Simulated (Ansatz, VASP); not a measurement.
# Two plane-wave programs on MgO

INCAR

```
SYSTEM = MgO
  PREC = Accurate
  ENCUT = 750
  EDIFF = 1E-6
  ISMEAR = -1
  SIGMA = 0.05
  LREAL = .False.
  LASPH = .True.
  NELM = 120
  ALGO = Normal
  ISIF = 2
  LWAVE = .False.
  LCHARG = .False.
  GGA = CA
  NBANDS = 24
  GGA_COMPAT = .False.
```

KPOINTS

```
Automatic mesh
0
Gamma
  9 9 6
  0 0 0
```

The input POSCAR:

```
MgO
1.0
    3.2630816822      0.0000000000      0.0000000000
   -1.6315408411      2.8259116314      0.0000000000
    0.0000000000      0.0000000000      4.9155371758
Mg O
2 2
Direct
    0.6666666667      0.3333333333      0.5021597400
    0.3333333333      0.6666666667      0.0021597400
    0.6666666667      0.3333333333      0.9024402600
    0.3333333333      0.6666666667      0.4024402600
```

File input.yaml:

```yaml
crystal:
  lattice:
    - [3.2630816822, 0.0, 0.0]
    - [-1.6315408411, 2.8259116314, 0.0]
    - [0.0, 0.0, 4.9155371758]
  atoms:
    - { symbol: Mg, position: [0.6666666667, 0.3333333333, 0.50215974] }
    - { symbol: Mg, position: [0.3333333333, 0.6666666667, 0.00215974] }
    - { symbol: O, position: [0.6666666667, 0.3333333333, 0.90244026] }
    - { symbol: O, position: [0.3333333333, 0.6666666667, 0.40244026] }
hamiltonian:
  xc: lda
  pseudopotentials: { kind: paw }
kpoints:
  mp_grid: { grid: [9, 9, 6] }
scf:
  occupations: { method: fermi_dirac, width: 0.05 }
output:
  forces: true
  stress: true
  eigenvalues: true
```

Alike in both runs: task single point; functional LDA; k mesh 9 × 9 × 6; occupations fermi-dirac, width 0.05 eV; no spin polarisation.

|  | VASP | Ansatz |
| --- | --- | --- |
| version | VASP 6.6.1 | Ansatz 0.2.0 |
| potentials or method | VASP PAW LDA potentials, release 64 (Mg_sv, O) | Ansatz PAW |
| plane-wave cutoff (eV) | 750 | 420 |
| valence electrons in the cell | 32 | 32 |

```tsv
	VASP	Ansatz	Ansatz less VASP
gap on the k mesh at the Fermi level (eV)	3.60	3.59	-0.010
least direct gap on the mesh (eV)	3.60	3.59	-0.010
pressure (GPa)	0.9	0.8	-0.07
traceless stress, the component that is largest in VASP (GPa)	-0.34	-0.22	+0.119
rms of the force components (eV/Å)	0.005	0.000	-0.0044
```

LDA's correlation is that of Perdew and Zunger in VASP and of Perdew and Wang (1992) in Ansatz. Atom by atom the forces differ by 0.005 eV/Å (rms over components).

Noted on Ansatz's run: odd divisions of the mesh miss points on the zone boundary, where band edges often lie, so the gap on the mesh can be too wide.
